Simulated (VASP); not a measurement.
# ZrO5: single point with PBE

ZrO5:

```
Zr O
1.0
     4.19922    0.00000    0.00000
    -2.09961    3.63663    0.00000
     0.00000    0.00000    4.07306
Zr O
1 5
Cartesian
  0.0000 0.0000 0.0000
  0.0000 2.4244 0.6903
  0.0000 2.4244 3.3828
  2.0996 1.2122 3.3828
  2.0996 1.2122 0.6903
  0.0000 0.0000 2.0365
```

The cell was built from a structure type or drawn by symmetry, and may not be a known phase.

```
Program                : VASP 6.6.1
Task                   : single point
Functional             : PBE
Potentials or basis    : VASP PAW PBE potentials, release 64 (Zr_sv, O)
Cutoff                 : 520 eV
k mesh                 : 6 × 6 × 4
Occupations            : gaussian, width 0.1 eV
Spin                   : no spin polarisation
Dipole correction      : no
Further INCAR settings : ALGO = Normal; EDIFF = 1e-06; NBANDS = 30
```

The pressure is 1.0 GPa. The largest force is 0.388 eV/Å and the band gap on the k mesh is zero (bands 21 and 22 overlap by 1.54 eV).

Forces on the atoms (eV/Å):
```
Zr   0.000  0.000  0.000
O    0.000  0.000  0.388
O    0.000  0.000 -0.388
O    0.000  0.000 -0.388
O    0.000  0.000  0.388
O    0.000  0.000  0.000
```

Stress tensor (GPa, compression positive):
```
-0.01  0.00  0.00
 0.00 -0.01  0.00
 0.00  0.00  2.99
```

Levels at points of the mesh, in eV from the Fermi level:
| k point | band 18 | band 19 | band 20 | band 21 | band 22 | band 23 | band 24 | band 25 |
| --- | --- | --- | --- | --- | --- | --- | --- | --- |
| (0.00, 0.00, 0.00) | -1.11 | -1.09 | -1.09 | -0.98 | -0.98 | 3.86 | 3.86 | 4.07 |
| (0.50, 0.00, 0.00) | -1.08 | -0.90 | -0.65 | -0.61 | 0.24 | 2.16 | 3.20 | 3.46 |
| (0.00, 0.00, 0.50) | -3.16 | -2.35 | -2.35 | 0.56 | 0.56 | 3.89 | 4.32 | 4.32 |
| (0.50, 0.00, 0.50) | -2.53 | -1.88 | -0.43 | -0.12 | 0.08 | 2.20 | 3.48 | 4.09 |

Wall time 70 s on 1 thread of Intel Xeon 8259CL, on a shared host, peak memory 0.19 GiB.

Caveat: the k points lie up to 0.39 Å⁻¹ apart, too coarse for converged energies and pressures of a metal.
